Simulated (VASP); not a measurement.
# P in VASP: a series of runs

P is run at these levels: PBEsol; tasks: single point.

Program: VASP 6.6.1. These are calculated values, not measurements. Logs are shortened: lines on timing, memory, paths and dates and some standing lists are left out, and cuts for length are marked.

**1. The cell of the first run**

The cell holds a slab with vacuum, 4 atoms: a = 3.284 Å, b = 34.857 Å, c = 4.447 Å, α = 90.00°, β = 90.00°, γ = 90.00°.

**2. Single point, PBEsol (strain -0.0400 x Voigt [0, 0, 1, 0, 0, 0])**

Input file INCAR:

```
  PREC = Accurate
  ENCUT = 520
  EDIFF = 1E-6
  ISMEAR = 0
  SIGMA = 0.05
  LREAL = False
  LASPH = True
  NELM = 60
  ALGO = Normal
  ISIF = 2
  LWAVE = False
  LCHARG = False
  GGA = PS
  NBANDS = 18
```

Input file KPOINTS:

```
regular mesh
0
Gamma
  8 1 6
```

Input file POSCAR:

```
P
1.0
    3.2837277200      0.0000000000      0.0000000000
    0.0000000000     34.8570309900      0.0000000000
    0.0000000000      0.0000000000      4.4468013216
P
4
Direct
    0.0000000000      0.9702614300      0.5921507200
    0.0000000000      0.0297385700      0.4078492800
    0.5000000000      0.0297385700      0.0921507200
    0.5000000000      0.9702614300      0.9078492800
```

Potentials or basis: VASP PAW PBE potentials, release 64 (P).

Run with:

```bash
$ cat potpaw_PBE.64/P/POTCAR > POTCAR
$ mpirun -np 1 vasp_std > vasp.out
```

OUTCAR:

```text
PREC = Accurate
   ENCUT = 520
   EDIFF = 1E-6
   ISMEAR = 0
   LREAL = False
   LASPH = True
   NELM = 60
   ISIF = 2
   GGA = PS

 ion  position               nearest neighbor table
   1  0.000  0.970  0.592-   4 2.16   4 2.16   2 2.23
   2  0.000  0.030  0.408-   3 2.16   3 2.16   1 2.23
   3  0.500  0.030  0.092-   2 2.16   2 2.16   4 2.23
   4  0.500  0.970  0.908-   1 2.16   1 2.16   3 2.23

  LATTYP: Found a simple orthorhombic cell.
 ALAT       =     3.2837277200
 B/A-ratio  =     1.3541930698
 C/A-ratio  =    10.6150795566

  Lattice vectors:

 A1 = (  -3.2837277200,   0.0000000000,   0.0000000000)
 A2 = (   0.0000000000,   0.0000000000,   4.4468013216)
 A3 = (   0.0000000000,  34.8570309900,   0.0000000000)

Analysis of symmetry for initial positions (statically):
=====================================================================
 Subroutine PRICEL returns:
 Original cell was already a primitive cell.

 Routine SETGRP: Setting up the symmetry group for a
 simple orthorhombic supercell.

 Subroutine GETGRP returns: Found  8 space group operations
 (whereof  4 operations were pure point group operations)
 out of a pool of  8 trial point group operations.

The static configuration has the point symmetry C_2h.
 The point group associated with its full space group is D_2h.

Analysis of symmetry for dynamics (positions and initial velocities):
=====================================================================
 Subroutine PRICEL returns:
 Original cell was already a primitive cell.

 Routine SETGRP: Setting up the symmetry group for a
 simple orthorhombic supercell.

 Subroutine GETGRP returns: Found  8 space group operations
 (whereof  4 operations were pure point group operations)
 out of a pool of  8 trial point group operations.

The dynamic configuration has the point symmetry C_2h.
 The point group associated with its full space group is D_2h.

 Subroutine INISYM returns: Found  8 space group operations
 (whereof  4 operations are pure point group operations),
 and found     1 'primitive' translations

----------------------------------------------------------------------------------------

                                     Primitive cell

  volume of cell :     508.9853

  direct lattice vectors                    reciprocal lattice vectors
     3.283727720  0.000000000  0.000000000     0.304531948  0.000000000  0.000000000
     0.000000000 34.857030990  0.000000000     0.000000000  0.028688617  0.000000000
     0.000000000  0.000000000  4.446801322     0.000000000  0.000000000  0.224880746

[... 84 lines left out ...]
   EDIFFG = 0.1E-04   stopping-criterion for IOM
   NSW    =      0    number of steps for IOM
   IBRION =     -1    ionic relax: 0-MD 1-quasi-New 2-CG
   NFREE  =      0    steps in history (QN), initial steepest desc. (CG)
   ISIF   =      2    stress and relaxation
   ISYM   =      2    0-nonsym 1-usesym 2-fastsym
   POTIM  = 0.5000    time-step for ionic-motion
   TEBEG  =    0.0;   TEEND  =   0.0 temperature during run
   PSTRESS=    0.0 pullay stress
   NELECT =      20.0000    total number of electrons
   NUPDOWN=      -1.0000    fix difference up-down
   EMIN   =  10.00;   EMAX   =-10.00  energy-range for DOS
   EFERMI =   0.00;   METHOD = LEGACY
   ISMEAR =     0;   SIGMA  =   0.05  broadening in eV -4-tet -1-fermi 0-gaus
   EFERMI_NEDOS =   21; number of points for ismear=-14 and -15
   IALGO  =     38    algorithm
   IMIX   =      4    mixing-type and parameters
     AMIX     =   0.40;   BMIX     =  1.00
     AMIX_MAG =   1.60;   BMIX_MAG =  1.00
  volume/ion in A,a.u.               =     127.25       858.70
  Fermi-wavevector in a.u.,A,eV,Ry     =   0.556566  1.051757  4.214613  0.309765
  Thomas-Fermi vector in A             =   1.590787
   LORBIT       =      0    0 simple, 1 ext, 2 COOP (PROOUT), +10 PAW based schemes
   GGA     = PS    functional components
   LHFCALC =     F    Hartree Fock is set to
   AEXX    =    0.0000 exact exchange contribution
   IVDW    =     0    specifies the selected vdW correction
   LEPSILON=     F    determine dielectric tensor
   LRPA    =     F    only Hartree local field effects (RPA)
 non-spin polarized calculation
 Gauss-broadening in eV      SIGMA  =   0.05
  energy-cutoff  :      520.00
  volume of cell :      508.99
 maximum number of plane-waves:     13764
   NGX = 13   NGY =129   NGZ = 17

 number of electron      20.0000001 magnetization

 Free energy of the ion-electron system (eV)
  ---------------------------------------------------
  ext. energy  EPLUGINS =         0.00000000
  ---------------------------------------------------
  free energy    TOTEN  =       -22.76547289 eV

  energy without entropy =      -22.76547289  energy(sigma->0) =      -22.76547289

 E-fermi :  -2.9930     XC(G=0):  -1.7947

 val. band max:       -3.2404849868   @ k =   0.1250   0.0000   0.0000
 cond. band min:      -2.5707469116   @ k =   0.0000   0.0000   0.0000
 fundamental gap:      0.6697380752
 Fermi energy:        -2.9929944514

 k-point     1 :       0.0000    0.0000    0.0000
  band No.  band energies     occupation
      1     -18.8338      2.00000
      2     -16.2474      2.00000
      3     -12.4084      2.00000
      4      -9.3472      2.00000
      5      -8.0902      2.00000
      6      -7.7086      2.00000
[... 397 lines left out ...]
      5      -8.5989      2.00000
      6      -8.5989      2.00000
[... 10 lines left out ...]
     17       3.0746      0.00000
     18       3.0746      0.00000

------------------------ aborting loop because EDIFF is reached ----------------------------------------

  FORCE on cell =-STRESS in cart. coord.  units (eV):
  Direction    XX          YY          ZZ          XY          YZ          ZX
  --------------------------------------------------------------------------------------
  -------------------------------------------------------------------------------------
  Total        1.1832876      0.5881246      2.4996275      0.0000000      0.0000000      0.0000000
  in kB        3.7247372      1.8512910      7.8682946      0.0000000      0.0000000      0.0000000
  external PRESSURE =       4.4814409 kB  Pullay stress =       0.0000000 kB

 VOLUME and BASIS-vectors are now :
 -----------------------------------------------------------------------------
  energy-cutoff  :      520.00
  volume of cell :      508.99
      direct lattice vectors                 reciprocal lattice vectors
     3.283727720  0.000000000  0.000000000     0.304531948  0.000000000  0.000000000
     0.000000000 34.857030990  0.000000000     0.000000000  0.028688617  0.000000000
     0.000000000  0.000000000  4.446801322     0.000000000  0.000000000  0.224880746

 POSITION                                       TOTAL-FORCE (eV/Angst)
 -----------------------------------------------------------------------------------
      0.00000     33.82043      2.63318         0.000000     -0.145363     -0.882812
      0.00000      1.03660      1.81362         0.000000      0.145363      0.882812
      1.64186      1.03660      0.40978         0.000000      0.145363     -0.882812
      1.64186     33.82043      4.03703         0.000000     -0.145363      0.882812
 -----------------------------------------------------------------------------------
    total drift:                               -0.000000      0.000000     -0.000000

  FREE ENERGIE OF THE ION-ELECTRON SYSTEM (eV)
  ---------------------------------------------------
  free  energy   TOTEN  =       -22.7654728864 eV

  energy  without entropy=      -22.7654728864  energy(sigma->0) =      -22.76547289
```

Run time: 2.7 min. Hardware: 1 thread of Intel Xeon 6975P-C (Granite Rapids), shared host; peak memory 0.56 GiB.

What came out:

```
Free energy            : -22.7655 eV
Largest force          : 0.895 eV/Å
Band gap on the k mesh : 0.67 eV (least direct gap 0.67 eV)
```

Forces on the atoms (eV/Å):
```
P    0.000 -0.145 -0.883
P    0.000  0.145  0.883
P    0.000  0.145 -0.883
P    0.000 -0.145  0.883
```

Caveat: the cell differs from its parent crystal (strain -0.0400 x Voigt [0, 0, 1, 0, 0, 0]); there is no dipole correction, which matters where the two faces differ; the PAW data sets were made with another functional, which shifts forces and pressure a little.

**3. Single point, PBEsol (strain -0.0300 x Voigt [0, 0, 1, 0, 0, 0])**

Input file INCAR:

```
  PREC = Accurate
  ENCUT = 520
  EDIFF = 1E-7
  ISMEAR = 0
  SIGMA = 0.05
  LREAL = F
  LASPH = T
  NELM = 60
  ALGO = Normal
  ISIF = 2
  LWAVE = F
  LCHARG = T
  GGA = PS
  LELF = T
  LVHAR = T
  NBANDS = 18
```

KPOINTS is that of step 2.

POSCAR, as its differences from that of step 2:

```diff
@@ -4,3 +4,3 @@
     0.0000000000     34.8570309900      0.0000000000
-    0.0000000000      0.0000000000      4.4468013216
+    0.0000000000      0.0000000000      4.4931221687
 P
```

Potentials or basis: VASP PAW PBE potentials, release 64 (P).

Run with:

```bash
$ cat potpaw_PBE.64/P/POTCAR > POTCAR
$ mpirun -np 1 vasp_std > vasp.out
```

Run time: 3.1 min. Hardware: 1 thread of Intel Xeon 6975P-C (Granite Rapids), shared host; peak memory 0.56 GiB.

Results (log left out):

- Free energy: -22.7881 eV
- Largest force: 0.731 eV/Å
- Band gap on the k mesh: 0.73 eV

Forces on the atoms (eV/Å):
```
P    0.000 -0.121 -0.721
P    0.000  0.121  0.721
P    0.000  0.121 -0.721
P    0.000 -0.121  0.721
```

Levels at points of the mesh, in eV from the valence-band top:
| k point | band 8 | band 9 | band 10 | band 11 | band 12 | band 13 |
| --- | --- | --- | --- | --- | --- | --- |
| (0.00, 0.00, 0.00) | -2.22 | -1.80 | 0.00 | 0.73 | 1.19 | 2.39 |
| (0.50, 0.00, 0.00) | -2.85 | -2.15 | -2.15 | 1.18 | 1.18 | 2.15 |
| (0.00, 0.00, 0.50) | -3.03 | -1.32 | -1.32 | 1.84 | 1.84 | 3.60 |
| (0.50, 0.00, 0.50) | -4.81 | -1.24 | -1.24 | 2.17 | 2.17 | 4.14 |

Caveat: the cell differs from its parent crystal (strain -0.0300 x Voigt [0, 0, 1, 0, 0, 0]); there is no dipole correction, which matters where the two faces differ; the PAW data sets were made with another functional, which shifts forces and pressure a little.
